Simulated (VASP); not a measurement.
A run of VASP 6.6.1 is set up as follows.

Contents of INCAR:

```
SYSTEM = CO
  PREC = Accurate
  ENCUT = 520
  EDIFF = 1E-6
  ISMEAR = -1
  SIGMA = 0.05
  LREAL = Auto
  LASPH = .True.
  NELM = 60
  ALGO = Normal
  ISIF = 2
  LWAVE = .False.
  LCHARG = .True.
  GGA = PE
  IVDW = 12
  LELF = .True.
  LVHAR = .True.
  NBANDS = 54
```

File KPOINTS:

```
Automatic mesh
0
Gamma
  1 1 1
  0 0 0
```

POSCAR

```
CO
1.0
    7.7417530000      0.0000000000      0.0000000000
    0.0000000000      7.7417530000      0.0000000000
    0.0000000000      0.0000000000      7.7417530000
O C
8 8
Direct
    0.0873058079     -0.0085381179      0.9477052549
    0.6227142612      0.2368326657      0.8902376503
    0.2023185188      0.1960796218      0.4425612649
    0.4862852121      0.7390186693     -0.0545096182
    0.4539281995      0.6491423842      0.5174151126
    0.9371262555      0.4978846522      0.9789514080
    0.7800171357      0.3456193965      0.3428293308
    0.7501660154      0.9204633628      0.4687310484
   -0.0413730585      0.0602189194      0.9260176603
    0.4792583799      0.2487550300      0.8596631796
    0.2367680808      0.1194303151      0.3179770783
    0.5740172801      0.7355310871      0.0596247387
    0.3050859411      0.6439368448      0.5180351272
    0.9979135217      0.5202826802      0.8485804184
    0.7346656500      0.4867889740      0.3408659512
    0.8953786048      0.8860654686      0.4696481533
```

Potentials or basis: VASP PAW PBE potentials, release 64 (O, C).

Command:

```console
$ cat potpaw_PBE.64/O/POTCAR potpaw_PBE.64/C/POTCAR > POTCAR
$ mpirun -np 1 vasp_gam > vasp.out
```

(1) Predict the largest force.

(2) Estimate the band gap on the k mesh.

(3) Predict the dispersion energy per atom.

(4) Estimate the pressure.

Results:

(1) 3.658 eV/Å.

(2) 5.86 eV.

(3) -0.043 eV.

(4) 0.2 GPa.

Caveat: the k points lie up to 0.81 Å⁻¹ apart.
